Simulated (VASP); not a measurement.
# Se: single point with RPBE

Se:

```
CELL_PARAMETERS angstrom
-1.73527 1.73527 1.73527
1.73527 -1.73527 1.73527
1.73527 1.73527 -1.73527
ATOMIC_POSITIONS crystal
Se 0.00000 0.00000 0.00000
```

```json
{
 "Program": "VASP 6.6.1",
 "Task": "single point",
 "Functional": "RPBE",
 "Potentials or basis": "VASP PAW PBE potentials, release 64 (Se)",
 "Cutoff": "520 eV",
 "k mesh": "21 × 21 × 21",
 "Occupations": "fermi-dirac, width 0.1 eV",
 "Spin": "no spin polarisation"
}
```

| Property | Result |
| --- | --- |
| Pressure | 0.1 GPa |
| Band gap on the k mesh | zero (band 3 reaches 8.09 eV, above the bottom of band 4 at 1.96 eV) |

Levels at points of the mesh, in eV from the Fermi level:
| k point | band 1 | band 2 | band 3 | band 4 | band 5 | band 6 | band 7 | band 8 |
| --- | --- | --- | --- | --- | --- | --- | --- | --- |
| (0.00, 0.00, 0.00) | -15.86 | 2.83 | 2.83 | 2.83 | 10.86 | 12.30 | 12.30 | 12.30 |

It took 13 s on 1 thread of Intel(R) Xeon(R) 6975P-C (Granite Rapids), on a shared host, peak memory 0.17 GiB.

Caveat: the PAW data sets were made with another functional, which shifts forces and pressure a little.
